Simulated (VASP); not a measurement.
# ScIr3C in VASP: a series of runs

ScIr3C is run at these levels: PBEsol; tasks: single point.

All numbers are computed with VASP 6.6.1; they aren't measurements. Logs are shortened: lines on timing, memory, paths and dates and some standing lists are left out, and cuts for length are marked.

### 1 The cell of the first run

The structure is cubic, space group Pm-3m (No. 221). Conventional cell: a = 4.685 Å, b = 4.685 Å, c = 4.685 Å, α = 90.00°, β = 90.00°, γ = 90.00°. Within 3.1 Å of Sc (site symmetry m-3m) lie 6 Ir at 2.34 Å. Within 3.1 Å of Ir (site symmetry 4/mmm) lie 2 Sc at 2.34 Å. C (site symmetry m-3m) has 12 Ir at 3.31 Å and 8 Sc at 4.06 Å within 4.4 Å.

### 2 Single point, PBEsol

The input, INCAR:

```
SYSTEM = ScIr3C
PREC = Accurate
ENCUT = 520
EDIFF = 1E-6
ISMEAR = -1
SIGMA = 0.1
LREAL = .False.
LASPH = .True.
NELM = 100
ALGO = Normal
ISIF = 2
LWAVE = .False.
LCHARG = .False.
GGA = PS
NBANDS = 29
```

The input, KPOINTS:

```
regular mesh
0
Gamma
  5 5 5
  0 0 0
```

The input, POSCAR:

```
ScIr3C
1.0
    4.6851360000      0.0000000000      0.0000000000
    0.0000000000      4.6851360000      0.0000000000
    0.0000000000      0.0000000000      4.6851360000
Sc Ir C
1 3 1
Direct
    0.0000000000      0.0000000000      0.0000000000
    0.5000000000      0.0000000000      0.0000000000
    0.0000000000      0.5000000000      0.0000000000
    0.0000000000      0.0000000000      0.5000000000
    0.5000000000      0.5000000000      0.5000000000
```

Potentials or basis: VASP PAW PBE potentials, release 64 (Sc_sv, Ir, C).

Launch:

```sh
> cat potpaw_PBE.64/Sc_sv/POTCAR potpaw_PBE.64/Ir/POTCAR potpaw_PBE.64/C/POTCAR > POTCAR
> mpirun -np 1 vasp_std > vasp.out
```

OUTCAR:

```text
SYSTEM = ScIr3C
   PREC = Accurate
   ENCUT = 520
   EDIFF = 1E-6
   ISMEAR = -1
   LREAL = .False.
   LASPH = .True.
   NELM = 100
   ISIF = 2
   GGA = PS

 ion  position               nearest neighbor table
   1  0.000  0.000  0.000-   2 2.34   3 2.34   4 2.34   4 2.34   3 2.34   2 2.34
   2  0.500  0.000  0.000-   1 2.34   1 2.34   4 3.31   4 3.31   3 3.31   3 3.31   3 3.31   4 3.31
                             4 3.31   3 3.31
   3  0.000  0.500  0.000-   1 2.34   1 2.34   4 3.31   4 3.31   2 3.31   2 3.31   4 3.31   4 3.31
                             2 3.31   2 3.31
   4  0.000  0.000  0.500-   1 2.34   1 2.34   3 3.31   2 3.31   2 3.31   3 3.31   3 3.31   3 3.31
                             2 3.31   2 3.31
   5  0.500  0.500  0.500-

  LATTYP: Found a simple cubic cell.
 ALAT       =     4.6851360000

  Lattice vectors:

 A1 = (   4.6851360000,   0.0000000000,   0.0000000000)
 A2 = (   0.0000000000,   4.6851360000,   0.0000000000)
 A3 = (   0.0000000000,   0.0000000000,   4.6851360000)

Analysis of symmetry for initial positions (statically):
=====================================================================
 Subroutine PRICEL returns:
 Original cell was already a primitive cell.

 Routine SETGRP: Setting up the symmetry group for a
 simple cubic supercell.

 Subroutine GETGRP returns: Found 48 space group operations
 (whereof 48 operations were pure point group operations)
 out of a pool of 48 trial point group operations.

The static configuration has the point symmetry O_h .

Analysis of symmetry for dynamics (positions and initial velocities):
=====================================================================
 Subroutine PRICEL returns:
 Original cell was already a primitive cell.

 Routine SETGRP: Setting up the symmetry group for a
 simple cubic supercell.

 Subroutine GETGRP returns: Found 48 space group operations
 (whereof 48 operations were pure point group operations)
 out of a pool of 48 trial point group operations.

The dynamic configuration has the point symmetry O_h .

 Subroutine INISYM returns: Found 48 space group operations
 (whereof 48 operations are pure point group operations),
 and found     1 'primitive' translations

----------------------------------------------------------------------------------------
[... 82 lines left out ...]
   ENCUT  =  520.0 eV  38.22 Ry    6.18 a.u.   8.71  8.71  8.71*2*pi/ulx,y,z
   NELM   =    100;   NELMIN=  2; NELMDL= -5     # of ELM steps
   EDIFF  = 0.1E-05   stopping-criterion for ELM
   LREAL  =      F    real-space projection
   EDIFFG = 0.1E-04   stopping-criterion for IOM
   NSW    =      0    number of steps for IOM
   IBRION =     -1    ionic relax: 0-MD 1-quasi-New 2-CG
   NFREE  =      0    steps in history (QN), initial steepest desc. (CG)
   ISIF   =      2    stress and relaxation
   ISYM   =      2    0-nonsym 1-usesym 2-fastsym
   POTIM  = 0.5000    time-step for ionic-motion
   TEBEG  =    0.0;   TEEND  =   0.0 temperature during run
   PSTRESS=    0.0 pullay stress
   NELECT =      42.0000    total number of electrons
   NUPDOWN=      -1.0000    fix difference up-down
   EMIN   =  10.00;   EMAX   =-10.00  energy-range for DOS
   EFERMI =   0.00;   METHOD = LEGACY
   ISMEAR =    -1;   SIGMA  =   0.10  broadening in eV -4-tet -1-fermi 0-gaus
   EFERMI_NEDOS =   21; number of points for ismear=-14 and -15
   IALGO  =     38    algorithm
   IMIX   =      4    mixing-type and parameters
     AMIX     =   0.40;   BMIX     =  1.00
     AMIX_MAG =   1.60;   BMIX_MAG =  1.00
  volume/ion in A,a.u.               =      20.57       138.80
  Fermi-wavevector in a.u.,A,eV,Ry     =   1.214607  2.295274 20.072264  1.475270
  Thomas-Fermi vector in A             =   2.350021
   LORBIT       =      0    0 simple, 1 ext, 2 COOP (PROOUT), +10 PAW based schemes
   GGA     = PS    functional components
   LHFCALC =     F    Hartree Fock is set to
   AEXX    =    0.0000 exact exchange contribution
   IVDW    =     0    specifies the selected vdW correction
   LEPSILON=     F    determine dielectric tensor
   LRPA    =     F    only Hartree local field effects (RPA)
 non-spin polarized calculation
  energy-cutoff  :      520.00
  volume of cell :      102.84
 maximum number of plane-waves:      2789
 NGX is ok and might be reduce to    36
   NGX = 17   NGY = 17   NGZ = 17

 number of electron      41.9999986 magnetization

 Free energy of the ion-electron system (eV)
  ---------------------------------------------------
  ext. energy  EPLUGINS =         0.00000000
  ---------------------------------------------------
  free energy    TOTEN  =       -30.07801530 eV

  energy without entropy =      -29.84274669  energy(sigma->0) =      -29.96038100

 E-fermi :   3.0140     XC(G=0): -10.8194

 val. band max:        2.9218989205   @ k =   0.2000   0.2000   0.0000
 cond. band min:       3.0504582229   @ k =   0.4000   0.2000   0.2000
 fundamental gap:      0.1285593024
 Fermi energy:         3.0139638822

 k-point     1 :       0.0000    0.0000    0.0000
  band No.  band energies     occupation
      1     -44.0730      2.00000
      2     -22.9986      2.00000
      3     -22.9986      2.00000
      4     -22.9986      2.00000
      5      -5.9751      2.00000
      6      -1.6204      2.00000
[... 309 lines left out ...]
     28       5.6656      0.00000
     29       5.6656      0.00000

------------------------ aborting loop because EDIFF is reached ----------------------------------------

  FORCE on cell =-STRESS in cart. coord.  units (eV):
  Direction    XX          YY          ZZ          XY          YZ          ZX
  --------------------------------------------------------------------------------------
  -------------------------------------------------------------------------------------
  Total       -3.1925470     -3.1925470     -3.1925470     -0.0000000      0.0000000     -0.0000000
  in kB      -49.7371932    -49.7371932    -49.7371932     -0.0000000      0.0000000     -0.0000000
  external PRESSURE =     -49.7371932 kB  Pullay stress =       0.0000000 kB

 VOLUME and BASIS-vectors are now :
 -----------------------------------------------------------------------------
  energy-cutoff  :      520.00
  volume of cell :      102.84
      direct lattice vectors                 reciprocal lattice vectors
     4.685136000  0.000000000  0.000000000     0.213440976  0.000000000  0.000000000
     0.000000000  4.685136000  0.000000000     0.000000000  0.213440976  0.000000000
     0.000000000  0.000000000  4.685136000     0.000000000  0.000000000  0.213440976

 POSITION                                       TOTAL-FORCE (eV/Angst)
 -----------------------------------------------------------------------------------
      0.00000      0.00000      0.00000         0.000000      0.000000      0.000000
      2.34257      0.00000      0.00000         0.000000      0.000000      0.000000
      0.00000      2.34257      0.00000         0.000000      0.000000      0.000000
      0.00000      0.00000      2.34257         0.000000      0.000000      0.000000
      2.34257      2.34257      2.34257         0.000000      0.000000      0.000000
 -----------------------------------------------------------------------------------
    total drift:                                0.000000      0.000000     -0.000000

  FREE ENERGIE OF THE ION-ELECTRON SYSTEM (eV)
  ---------------------------------------------------
  free  energy   TOTEN  =       -30.0780153009 eV

  energy  without entropy=      -29.8427466940  energy(sigma->0) =      -29.96038100
```

Run time: 15 s. Hardware: 1 thread of Intel Xeon 6975P-C (Granite Rapids), shared host; peak memory 0.21 GiB.

What came out:

* Free energy: -30.0780 eV
* Pressure: -5.0 GPa
* Band gap on the k mesh: zero (band 21 reaches 3.30 eV, above the bottom of band 22 at 2.87 eV)

Caveat: the PAW data sets were made with another functional, which shifts forces and pressure a little; spin-orbit coupling is left out, which moves the levels of the heavy elements.

### 3 Single point, PBEsol

The input, INCAR:

```
SYSTEM = ScIr3C
PREC = Accurate
ENCUT = 520
EDIFF = 1E-6
ISMEAR = -1
SIGMA = 0.1
LREAL = .FALSE.
LASPH = .TRUE.
NELM = 100
ALGO = Normal
ISIF = 2
LWAVE = .FALSE.
LCHARG = .FALSE.
GGA = PS
NBANDS = 29
```

The input, KPOINTS:

```
regular mesh
0
G
  5 5 5
  0 0 0
```

Changes to POSCAR since step 2:

```diff
@@ -8,3 +8,3 @@
 Direct
-    0.0000000000      0.0000000000      0.0000000000
+   -0.0213440976      0.0000000000      0.0000000000
     0.5000000000      0.0000000000      0.0000000000
```

Potentials or basis: VASP PAW PBE potentials, release 64 (Sc_sv, Ir, C).

Launch:

```sh
> cat potpaw_PBE.64/Sc_sv/POTCAR potpaw_PBE.64/Ir/POTCAR potpaw_PBE.64/C/POTCAR > POTCAR
> mpirun -np 1 vasp_std > vasp.out
```

OUTCAR:

```text
SYSTEM = ScIr3C
   PREC = Accurate
   ENCUT = 520
   EDIFF = 1E-6
   ISMEAR = -1
   LREAL = .FALSE.
   LASPH = .TRUE.
   NELM = 100
   ISIF = 2
   GGA = PS

 ion  position               nearest neighbor table
   1  0.979  0.000  0.000-   2 2.24   3 2.34   4 2.34   4 2.34   3 2.34   2 2.44
   2  0.500  0.000  0.000-   1 2.24   1 2.44   4 3.31   4 3.31   3 3.31   3 3.31   3 3.31   4 3.31
                             4 3.31   3 3.31
   3  0.000  0.500  0.000-   1 2.34   1 2.34   4 3.31   4 3.31   2 3.31   2 3.31   4 3.31   4 3.31
                             2 3.31   2 3.31
   4  0.000  0.000  0.500-   1 2.34   1 2.34   3 3.31   2 3.31   2 3.31   3 3.31   3 3.31   3 3.31
                             2 3.31   2 3.31
   5  0.500  0.500  0.500-

  LATTYP: Found a simple cubic cell.
 ALAT       =     4.6851360000

  Lattice vectors:

 A1 = (   4.6851360000,   0.0000000000,   0.0000000000)
 A2 = (   0.0000000000,   4.6851360000,   0.0000000000)
 A3 = (   0.0000000000,   0.0000000000,   4.6851360000)

Analysis of symmetry for initial positions (statically):
=====================================================================
[... 174 lines left out ...]
 cond. band min:       3.0441082316   @ k =   0.2000   0.4000   0.2000
 fundamental gap:      0.1218410701
 Fermi energy:         3.0100844196

 k-point     1 :       0.0000    0.0000    0.0000
  band No.  band energies     occupation
      1     -44.0551      2.00000
      2     -23.0020      2.00000
      3     -22.9795      2.00000
      4     -22.9795      2.00000
      5      -5.9757      2.00000
      6      -1.6081      2.00000
[... 565 lines left out ...]
     28       5.6809      0.00000
     29       5.7078      0.00000

------------------------ aborting loop because EDIFF is reached ----------------------------------------

  FORCE on cell =-STRESS in cart. coord.  units (eV):
  Direction    XX          YY          ZZ          XY          YZ          ZX
  --------------------------------------------------------------------------------------
  -------------------------------------------------------------------------------------
  Total       -2.5202077     -3.2314355     -3.2314355      0.0000000      0.0000000      0.0000000
  in kB      -39.2627133    -50.3430439    -50.3430439      0.0000000      0.0000000      0.0000000
  external PRESSURE =     -46.6496004 kB  Pullay stress =       0.0000000 kB

 VOLUME and BASIS-vectors are now :
 -----------------------------------------------------------------------------
  energy-cutoff  :      520.00
  volume of cell :      102.84
      direct lattice vectors                 reciprocal lattice vectors
     4.685136000  0.000000000  0.000000000     0.213440976  0.000000000  0.000000000
     0.000000000  4.685136000  0.000000000     0.000000000  0.213440976  0.000000000
     0.000000000  0.000000000  4.685136000     0.000000000  0.000000000  0.213440976

 POSITION                                       TOTAL-FORCE (eV/Angst)
 -----------------------------------------------------------------------------------
      4.58514      0.00000      0.00000         1.763558      0.000000     -0.000000
      2.34257      0.00000      0.00000        -2.255970     -0.000000      0.000000
      0.00000      2.34257      0.00000         0.248373     -0.000000      0.000000
      0.00000      0.00000      2.34257         0.248373     -0.000000      0.000000
      2.34257      2.34257      2.34257        -0.004333     -0.000000      0.000000
 -----------------------------------------------------------------------------------
    total drift:                               -0.000166      0.000000      0.000000

  FREE ENERGIE OF THE ION-ELECTRON SYSTEM (eV)
  ---------------------------------------------------
  free  energy   TOTEN  =       -29.9906927978 eV

  energy  without entropy=      -29.7549437855  energy(sigma->0) =      -29.87281829
```

OSZICAR:

```text
N       E                     dE             d eps       ncg     rms          rms(c)
DAV:   1     0.424084545626E+03    0.42408E+03   -0.18194E+04  1044   0.142E+03
DAV:   2     0.125621613487E+02   -0.41152E+03   -0.39724E+03  1044   0.432E+02
DAV:   3    -0.283459573500E+02   -0.40908E+02   -0.37800E+02  1595   0.126E+02
DAV:   4    -0.312726344324E+02   -0.29267E+01   -0.28009E+01  1624   0.382E+01
DAV:   5    -0.313644918634E+02   -0.91857E-01   -0.90279E-01  1360   0.582E+00    0.232E+01
DAV:   6    -0.302016001256E+02    0.11629E+01   -0.46295E+00  1760   0.143E+01    0.118E+01
DAV:   7    -0.303030617475E+02   -0.10146E+00   -0.23190E+00  1710   0.119E+01    0.579E+00
DAV:   8    -0.300895354220E+02    0.21353E+00   -0.16123E+00  1783   0.888E+00    0.320E+00
DAV:   9    -0.300385181882E+02    0.51017E-01   -0.11532E+00  1764   0.646E+00    0.192E+00
DAV:  10    -0.299925294643E+02    0.45989E-01   -0.20661E-01  1742   0.321E+00    0.642E-01
DAV:  11    -0.299909922481E+02    0.15372E-02   -0.15838E-02  1576   0.779E-01    0.176E-01
DAV:  12    -0.299906883108E+02    0.30394E-03   -0.20307E-03  1511   0.383E-01    0.446E-02
DAV:  13    -0.299906898586E+02   -0.15478E-05   -0.14751E-04  1347   0.946E-02    0.163E-02
DAV:  14    -0.299906923295E+02   -0.24709E-05   -0.14094E-05  1482   0.289E-02    0.439E-03
DAV:  15    -0.299906927978E+02   -0.46833E-06   -0.61831E-07   712   0.794E-03
   1 F= -.29990693E+02 E0= -.29872818E+02  d E =-.235749E+00
```

Wall time 23 s (1 thread of Intel Xeon 6975P-C (Granite Rapids), shared host); peak memory 0.23 GiB.

What came out:

```
Free energy            : -29.9907 eV
Pressure               : -4.7 GPa
Largest force          : 2.256 eV/Å
Band gap on the k mesh : zero (band 21 reaches 3.29 eV, above the bottom of band 22 at 2.86 eV)
```

Forces on the atoms (eV/Å):
```
Sc   1.764  0.000  0.000
Ir  -2.256  0.000  0.000
Ir   0.248  0.000  0.000
Ir   0.248  0.000  0.000
C   -0.004  0.000  0.000
```

Caveat: the PAW data sets were made with another functional, which shifts forces and pressure a little; spin-orbit coupling is left out, which moves the levels of the heavy elements.

### 4 Single point, PBEsol

The input, INCAR:

```
ALGO     = Normal         # electronic algorithm
EDIFF    = 1E-7           # SCF threshold, eV
ENCUT    = 520            # plane-wave cutoff, eV
GGA      = PS             # functional
ISIF     = 2              # what is computed and relaxed
ISMEAR   = -1             # smearing method
LASPH    = T              # aspherical terms in the spheres
LCHARG   = F              # write CHGCAR
LREAL    = F              # projectors in reciprocal space
LWAVE    = F              # write WAVECAR
NBANDS   = 29             # bands
NELM     = 80             # most SCF steps
PREC     = Accurate       # precision mode
SIGMA    = 0.1            # smearing width, eV
```

The input, KPOINTS:

```
k-points
0
Gamma
  5 5 5
```

Changes to POSCAR since step 3:

```diff
@@ -8,3 +8,3 @@
 Direct
-   -0.0213440976      0.0000000000      0.0000000000
+   -0.0106720488      0.0000000000      0.0000000000
     0.5000000000      0.0000000000      0.0000000000
```

Launch:

```sh
> cat potpaw_PBE.64/Sc_sv/POTCAR potpaw_PBE.64/Ir/POTCAR potpaw_PBE.64/C/POTCAR > POTCAR
> mpirun -np 1 vasp_std > vasp.out
```

It took 26 s on 1 thread of Intel Xeon 6975P-C (Granite Rapids), shared host; peak memory 0.23 GiB.

Results (log left out):

| Property | Result |
| --- | --- |
| Free energy | -30.0563 eV |
| Pressure | -4.9 GPa |
| Largest force | 1.115 eV/Å |
| Band gap on the k mesh | zero (band 21 reaches 3.29 eV, above the bottom of band 22 at 2.87 eV) |

Forces in eV/Å, atoms in the order of the input:
```
Sc   0.870  0.000  0.000
Ir  -1.115  0.000  0.000
Ir   0.124  0.000  0.000
Ir   0.124  0.000  0.000
C   -0.002  0.000  0.000
```

Stress tensor (GPa, compression positive):
```
-4.71  0.00  0.00
 0.00 -4.99  0.00
 0.00  0.00 -4.99
```

Levels at points of the mesh, in eV from the Fermi level:
```
           k point  band 18  band 19  band 20  band 21  band 22  band 23  band 24  band 25
(0.00, 0.00, 0.00)    -0.61    -0.61    -0.61     0.20     0.20     0.20     0.43     2.55
```

Caveat: the PAW data sets were made with another functional, which shifts forces and pressure a little; spin-orbit coupling is left out, which moves the levels of the heavy elements.

[end of part 1 of 2]
